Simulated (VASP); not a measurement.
# Ta2N (P-3m1) in VASP: notebook, part 2 of 2

VASP 6.6.1. Earlier steps stand in the parts before.

### Step 3. Single point, PBEsol (strain +0.050 along x and y, -0.050 along z)

INCAR reads:

```
PREC = Accurate ; ENCUT = 520
EDIFF = 1E-6 ; ISMEAR = 0
SIGMA = 0.15 ; LREAL = F
LASPH = T ; NELM = 100
ALGO = Normal ; ISIF = 2
LWAVE = F ; LCHARG = F
GGA = PS ; NBANDS = 20
```

KPOINTS reads:

```
regular mesh
0
Gamma
  18 18 10
```

POSCAR reads:

```
Ta2N
1.0
    3.2325461563      0.0000000000      0.0000000000
   -1.6162730782      2.7994670902      0.0000000000
    0.0000000000      0.0000000000      4.5820943191
Ta N
2 1
Direct
    0.6666666667      0.3333333333      0.7462554481
    0.3333333333      0.6666666667      0.2537445519
    0.0000000000      0.0000000000      0.0000000000
```

Potentials or basis: VASP PAW PBE potentials, release 64 (Ta_pv, N).

Launch:

```sh
> cat potpaw_PBE.64/Ta_pv/POTCAR potpaw_PBE.64/N/POTCAR > POTCAR
> mpirun -np 1 vasp_std > vasp.out
```

OUTCAR:

```text
PREC = Accurate
   ENCUT = 520
   EDIFF = 1E-6
   ISMEAR = 0
   LREAL = F
   LASPH = T
   NELM = 100
   ISIF = 2
   GGA = PS

 ion  position               nearest neighbor table
   1  0.667  0.333  0.746-   3 2.20   3 2.20   3 2.20   2 2.93   2 2.93   2 2.93   2 2.98   2 2.98
                             2 2.98
   2  0.333  0.667  0.254-   3 2.20   3 2.20   3 2.20   1 2.93   1 2.93   1 2.93   1 2.98   1 2.98
                             1 2.98
   3  0.000  0.000  0.000-   1 2.20   2 2.20   2 2.20   1 2.20   1 2.20   2 2.20

  LATTYP: Found a hexagonal cell.
 ALAT       =     3.2325461563
 C/A-ratio  =     1.4174876700

  Lattice vectors:

 A1 = (   3.2325461563,   0.0000000000,   0.0000000000)
 A2 = (  -1.6162730782,   2.7994670902,   0.0000000000)
 A3 = (   0.0000000000,   0.0000000000,   4.5820943191)

Analysis of symmetry for initial positions (statically):
=====================================================================
 Subroutine PRICEL returns:
 Original cell was already a primitive cell.

 Routine SETGRP: Setting up the symmetry group for a
 hexagonal supercell.

 Subroutine GETGRP returns: Found 12 space group operations
 (whereof 12 operations were pure point group operations)
 out of a pool of 24 trial point group operations.

The static configuration has the point symmetry D_3d.

Analysis of symmetry for dynamics (positions and initial velocities):
=====================================================================
 Subroutine PRICEL returns:
 Original cell was already a primitive cell.

 Routine SETGRP: Setting up the symmetry group for a
 hexagonal supercell.

 Subroutine GETGRP returns: Found 12 space group operations
 (whereof 12 operations were pure point group operations)
 out of a pool of 24 trial point group operations.

The dynamic configuration has the point symmetry D_3d.

 Subroutine INISYM returns: Found 12 space group operations
 (whereof 12 operations are pure point group operations),
[... 108 lines left out ...]
   PSTRESS=    0.0 pullay stress
   NELECT =      27.0000    total number of electrons
   NUPDOWN=      -1.0000    fix difference up-down
   EMIN   =  10.00;   EMAX   =-10.00  energy-range for DOS
   EFERMI =   0.00;   METHOD = LEGACY
   ISMEAR =     0;   SIGMA  =   0.15  broadening in eV -4-tet -1-fermi 0-gaus
   EFERMI_NEDOS =   21; number of points for ismear=-14 and -15
   IALGO  =     38    algorithm
   IMIX   =      4    mixing-type and parameters
     AMIX     =   0.40;   BMIX     =  1.00
     AMIX_MAG =   1.60;   BMIX_MAG =  1.00
  volume/ion in A,a.u.               =      13.82        93.27
  Fermi-wavevector in a.u.,A,eV,Ry     =   1.418953  2.681433 27.394350  2.013428
  Thomas-Fermi vector in A             =   2.540025
   LORBIT       =      0    0 simple, 1 ext, 2 COOP (PROOUT), +10 PAW based schemes
   GGA     = PS    functional components
   LHFCALC =     F    Hartree Fock is set to
   AEXX    =    0.0000 exact exchange contribution
   IVDW    =     0    specifies the selected vdW correction
   LEPSILON=     F    determine dielectric tensor
   LRPA    =     F    only Hartree local field effects (RPA)
 non-spin polarized calculation
 Gauss-broadening in eV      SIGMA  =   0.15
  energy-cutoff  :      520.00
  volume of cell :       41.47
 maximum number of plane-waves:      1137
   NGX = 13   NGY = 13   NGZ = 17

 number of electron      27.0000007 magnetization

 Free energy of the ion-electron system (eV)
  ---------------------------------------------------
  ext. energy  EPLUGINS =         0.00000000
  ---------------------------------------------------
  free energy    TOTEN  =       -36.24167535 eV

  energy without entropy =      -36.22981578  energy(sigma->0) =      -36.23574557

 E-fermi :   7.0463     XC(G=0): -12.8908

 val. band max:        7.0409487016   @ k =   0.0556   0.0556   0.1000
 cond. band min:       7.0573077541   @ k =   0.2778   0.0556   0.0000
 fundamental gap:      0.0163590525
 Fermi energy:         7.0462520441

 k-point     1 :       0.0000    0.0000    0.0000
  band No.  band energies     occupation
      1     -28.4718      2.00000
      2     -27.8904      2.00000
      3     -27.8904      2.00000
      4     -27.6942      2.00000
      5     -27.6942      2.00000
      6     -27.4051      2.00000
[... 541 lines left out ...]
     19      11.3054      0.00000
     20      12.0962      0.00000

 [... further k-points ...]
[... 5 lines left out ...]
  --------------------------------------------------------------------------------------
  -------------------------------------------------------------------------------------
  Total       -4.8511255     -4.8511255      1.1617125      0.0000000      0.0000000      0.0000000
  in kB     -187.4428868   -187.4428868     44.8874683      0.0000000      0.0000000      0.0000000
  external PRESSURE =    -109.9994351 kB  Pullay stress =       0.0000000 kB

 VOLUME and BASIS-vectors are now :
 -----------------------------------------------------------------------------
  energy-cutoff  :      520.00
  volume of cell :       41.47
      direct lattice vectors                 reciprocal lattice vectors
     3.232546156  0.000000000  0.000000000     0.309353665  0.178605422  0.000000000
    -1.616273078  2.799467090  0.000000000     0.000000000  0.357210843  0.000000000
     0.000000000  0.000000000  4.582094319     0.000000000  0.000000000  0.218240815

 POSITION                                       TOTAL-FORCE (eV/Angst)
 -----------------------------------------------------------------------------------
      1.61627      0.93316      3.41941        -0.000000      0.000000      0.879645
     -0.00000      1.86631      1.16268         0.000000     -0.000000     -0.879645
      0.00000      0.00000      0.00000        -0.000000      0.000000      0.000000
 -----------------------------------------------------------------------------------
    total drift:                                0.000000     -0.000000      0.000000

  FREE ENERGIE OF THE ION-ELECTRON SYSTEM (eV)
  ---------------------------------------------------
  free  energy   TOTEN  =       -36.2416753505 eV

  energy  without entropy=      -36.2298157806  energy(sigma->0) =      -36.23574557
```

OSZICAR:

```text
N       E                     dE             d eps       ncg     rms          rms(c)
DAV:   1     0.210252149330E+03    0.21025E+03   -0.14979E+04 13216   0.138E+03
DAV:   2    -0.297434476156E+02   -0.24000E+03   -0.23386E+03 14892   0.395E+02
DAV:   3    -0.391564807611E+02   -0.94130E+01   -0.92236E+01 16548   0.704E+01
DAV:   4    -0.392886165510E+02   -0.13214E+00   -0.13139E+00 16220   0.790E+00
DAV:   5    -0.392900619881E+02   -0.14454E-02   -0.14444E-02 16264   0.692E-01    0.258E+01
DAV:   6    -0.366367786001E+02    0.26533E+01   -0.14684E+01 17128   0.238E+01    0.122E+01
DAV:   7    -0.363106033699E+02    0.32618E+00   -0.15964E+00 15148   0.794E+00    0.664E+00
DAV:   8    -0.362465186062E+02    0.64085E-01   -0.29564E-01 15544   0.408E+00    0.445E-01
DAV:   9    -0.362422259548E+02    0.42927E-02   -0.28066E-02 16460   0.101E+00    0.256E-01
DAV:  10    -0.362418039574E+02    0.42200E-03   -0.45819E-03 17084   0.536E-01    0.741E-02
DAV:  11    -0.362416842564E+02    0.11970E-03   -0.93928E-04 15568   0.181E-01    0.287E-02
DAV:  12    -0.362416761123E+02    0.81441E-05   -0.59353E-05 15168   0.559E-02    0.948E-03
DAV:  13    -0.362416757190E+02    0.39324E-06   -0.14971E-05 15592   0.205E-02    0.404E-03
DAV:  14    -0.362416753505E+02    0.36850E-06   -0.15042E-06 10172   0.895E-03
   1 F= -.36241675E+02 E0= -.36235746E+02  d E =-.118596E-01
```

stdout:

```text
POSCAR found type information on POSCAR TaN
 POSCAR found :  2 types and       3 ions
 scaLAPACK will be used
 -----------------------------------------------------------------------------
|                                                                             |
|                                                                             |
|     You enforced a specific xc type in the INCAR file but a different       |
|     I HOPE YOU KNOW WHAT YOU ARE DOING!                                     |
|                                                                             |
 -----------------------------------------------------------------------------

 LDA part: xc-table for (Slater+PW92), standard interpolation
 POSCAR, INCAR and KPOINTS ok, starting setup
 FFT: planning ... GRIDC
 FFT: planning ... GRID_SOFT
 FFT: planning ... GRID
 WAVECAR not read
 entering main loop
```

It took 3.3 min on 1 thread of Intel Xeon 8259CL, shared host; peak memory 0.36 GiB.

Results:

```
Free energy            : -36.2417 eV
Pressure               : -11.0 GPa
Largest force          : 0.880 eV/Å
Band gap on the k mesh : zero (an odd number of electrons rules out a gap without spin polarisation)
```

Forces in eV/Å, atoms in the order of the input:
```
Ta   0.000  0.000  0.880
Ta   0.000  0.000 -0.880
N    0.000  0.000  0.000
```

Levels at points of the mesh, in eV from the Fermi level:
```tsv
k point	band 10	band 11	band 12	band 13	band 14	band 15	band 16	band 17	band 18	band 19
(0.00, 0.00, 0.00)	-6.18	-4.62	-0.27	-0.27	-0.11	-0.11	0.33	0.45	1.28	1.28
(0.50, 0.00, 0.00)	-5.88	-4.32	-2.66	-1.38	1.18	2.77	3.55	3.69	3.70	4.30
(0.00, 0.00, 0.50)	-6.42	-2.00	-1.97	-1.45	-1.45	1.65	2.24	2.52	2.52	3.12
(0.50, 0.00, 0.50)	-6.02	-2.80	-2.09	-2.02	0.40	0.48	2.53	2.89	3.50	4.05
```

Caveat: the cell differs from its parent crystal (strain +0.050 along x and y, -0.050 along z); the cell stands under tension; the PAW data sets were made with another functional, which shifts forces and pressure a little; spin-orbit coupling is left out, which moves the levels of the heavy elements.

### Step 4. Single point, PBEsol (strain +0.025 along x and y, +0.000 along z)

INCAR reads:

```
PREC = Accurate ; ENCUT = 520
EDIFF = 1E-7 ; ISMEAR = 0
SIGMA = 0.15 ; LREAL = F
LASPH = T ; NELM = 100
ALGO = Normal ; ISIF = 2
LWAVE = F ; LCHARG = T
GGA = PS ; LELF = T
LVHAR = T ; NBANDS = 20
```

KPOINTS is that of step 3.

POSCAR reads:

```
Ta2N
1.0
    3.1555807716      0.0000000000      0.0000000000
   -1.5777903858      2.7328131119      0.0000000000
    0.0000000000      0.0000000000      4.8232571780
Ta N
2 1
Direct
    0.6666666667      0.3333333333      0.7462554481
    0.3333333333      0.6666666667      0.2537445519
    0.0000000000      0.0000000000      0.0000000000
```

Launch:

```sh
> cat potpaw_PBE.64/Ta_pv/POTCAR potpaw_PBE.64/N/POTCAR > POTCAR
> mpirun -np 1 vasp_std > vasp.out
```

Run time: 4.5 min. Hardware: 1 thread of Intel Xeon 8259CL, shared host; peak memory 0.36 GiB.

The run converged. Its results:

```
Free energy            : -36.4096 eV
Pressure               : -12.9 GPa
Largest force          : 0.414 eV/Å
Band gap on the k mesh : zero (an odd number of electrons rules out a gap without spin polarisation)
```

Forces on the atoms (eV/Å):
```
Ta   0.000  0.000  0.414
Ta   0.000  0.000 -0.414
N    0.000  0.000  0.000
```

Stress tensor (GPa, compression positive):
```
-14.47   0.00   0.00
  0.00 -14.47   0.00
  0.00   0.00  -9.63
```

Levels at points of the mesh, in eV from the Fermi level:
```tsv
k point	band 11	band 12	band 13	band 14	band 15	band 16
(0.00, 0.00, 0.00)	-4.86	-0.43	-0.22	-0.22	0.11	0.11
(0.50, 0.00, 0.00)	-4.41	-2.60	-1.38	1.68	2.04	3.50
(0.00, 0.00, 0.50)	-2.59	-2.50	-1.19	-1.19	1.72	1.88
(0.50, 0.00, 0.50)	-3.14	-2.13	-2.10	-0.07	0.67	3.01
```

Caveat: the cell differs from its parent crystal (strain +0.025 along x and y, +0.000 along z); the cell stands under tension; the PAW data sets were made with another functional, which shifts forces and pressure a little; spin-orbit coupling is left out, which moves the levels of the heavy elements.

### Step 5. Single point, PBEsol (strain +0.050 along x and y, -0.025 along z)

INCAR reads:

```
SYSTEM = Ta2N
PREC = Accurate
ENCUT = 520
EDIFF = 1E-6
ISMEAR = 0
SIGMA = 0.15
LREAL = .FALSE.
LASPH = .TRUE.
NELM = 80
ALGO = Normal
ISIF = 2
LWAVE = .FALSE.
LCHARG = .FALSE.
GGA = PS
NBANDS = 20
```

KPOINTS reads:

```
Automatic mesh
0
G
  18 18 10
  0 0 0
```

POSCAR reads:

```
Ta2N
1.0
    3.2325461563      0.0000000000      0.0000000000
   -1.6162730782      2.7994670902      0.0000000000
    0.0000000000      0.0000000000      4.7026757486
Ta N
2 1
Direct
    0.6666666667      0.3333333333      0.7462554481
    0.3333333333      0.6666666667      0.2537445519
    0.0000000000      0.0000000000      0.0000000000
```

Launch:

```sh
> cat potpaw_PBE.64/Ta_pv/POTCAR potpaw_PBE.64/N/POTCAR > POTCAR
> mpirun -np 1 vasp_std > vasp.out
```

It took 4.4 min on 1 thread of Intel Xeon 8259CL, shared host; peak memory 0.36 GiB.

It converged, with:

```
Free energy            : -36.2314 eV
Pressure               : -17.6 GPa
Largest force          : 0.817 eV/Å
Band gap on the k mesh : zero (an odd number of electrons rules out a gap without spin polarisation)
```

Forces in eV/Å, atoms in the order of the input:
```
Ta   0.000  0.000  0.817
Ta   0.000  0.000 -0.817
N    0.000  0.000  0.000
```

Stress tensor (GPa, compression positive):
```
-22.67   0.00   0.00
  0.00 -22.67   0.00
  0.00   0.00  -7.34
```

Levels at points of the mesh, in eV from the Fermi level:
```
           k point  band 9  band 10  band 11  band 12  band 13  band 14  band 15  band 16  band 17  band 18
(0.00, 0.00, 0.00)   -6.02    -6.02    -4.72    -0.16    -0.16    -0.14    -0.14     0.06     0.42     1.20
(0.50, 0.00, 0.00)   -6.22    -5.94    -4.23    -2.62    -1.40     1.29     2.51     3.31     3.60     3.66
(0.00, 0.00, 0.50)   -6.23    -6.23    -2.19    -2.14    -1.32    -1.32     1.52     2.06     2.31     2.31
(0.50, 0.00, 0.50)   -6.14    -5.94    -2.86    -2.10    -2.05     0.23     0.52     2.59     2.90     3.45
```

Caveat: the cell differs from its parent crystal (strain +0.050 along x and y, -0.025 along z); the cell stands under tension; the PAW data sets were made with another functional, which shifts forces and pressure a little; spin-orbit coupling is left out, which moves the levels of the heavy elements.

### Step 6. Overview

| cell | gap on the mesh (eV) | pressure (GPa) | largest force (eV/Å) |
| --- | --- | --- | --- |
| a = 3.079, b = 3.079, c = 5.064 Å, angles 90.0, 90.0, 120.0°, 3 atoms | none | -12.7 | 0.06 |
| a = 3.233, b = 3.233, c = 4.582 Å, angles 90.0, 90.0, 120.0°, 3 atoms | none | -11.0 | 0.88 |
| a = 3.156, b = 3.156, c = 4.823 Å, angles 90.0, 90.0, 120.0°, 3 atoms | none | -12.9 | 0.41 |
| a = 3.233, b = 3.233, c = 4.703 Å, angles 90.0, 90.0, 120.0°, 3 atoms | none | -17.6 | 0.82 |

Alike in all rows: task single point; level PBEsol; potentials or basis VASP PAW PBE potentials, release 64 (Ta_pv, N); no spin polarisation; k mesh 18 × 18 × 10; cutoff (eV) 520; smearing gaussian 0.15 eV.

Caveats: the cell stands under tension; the PAW data sets were made with another functional, which shifts forces and pressure a little; spin-orbit coupling is left out, which moves the levels of the heavy elements.

Absolute energies hang on the potentials; compare differences alone.
